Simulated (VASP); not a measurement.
Si2W, 9 atoms in the cell. The structure is trigonal, space group P3_221 (No. 154). The conventional cell has a = 4.576 Å, b = 4.576 Å, c = 6.603 Å, α = 90.00°, β = 90.00°, γ = 120.00°. Si (site symmetry 1) has 5 W at 2.54 to 2.68 Å and 9 Si at 2.54 to 3.20 Å within 3.4 Å. Within 3.4 Å of W (site symmetry 2) lie 10 Si at 2.54 to 2.68 Å and 4 W at 3.17 Å.  This cell differs from its parent crystal: atoms displaced along a vibrational mode.

| Item | Value |
| --- | --- |
| Program | VASP 6.6.1 |
| Task | single point |
| Functional | PBEsol |
| Potentials or basis | VASP PAW PBE potentials, release 64 (Si, W_sv) |
| Cutoff | 520 eV |
| k mesh | 12 × 12 × 6 |
| Occupations | gaussian, width 0.15 eV |
| Spin | no spin polarisation |
| Dipole correction | no |
| Further INCAR settings | ALGO = Normal; EDIFF = 1e-06; NBANDS = 43 |

Potentials or basis: VASP PAW PBE potentials, release 64 (Si, W_sv).

Launch:

```bash
$ cat potpaw_PBE.64/Si/POTCAR potpaw_PBE.64/W_sv/POTCAR > POTCAR
$ mpirun -np 1 vasp_std > vasp.out
```

Hardware: 1 thread of AMD EPYC 9R45 96-Core Processor (Zen 5), with other jobs on the host.

Q: Estimate the wall time of this run.

A: It took 4.3 min on 1 thread of AMD EPYC 9R45 96-Core Processor (Zen 5) (shared host), peak memory 0.48 GiB. Counts: scf iterations 13, k points 100.
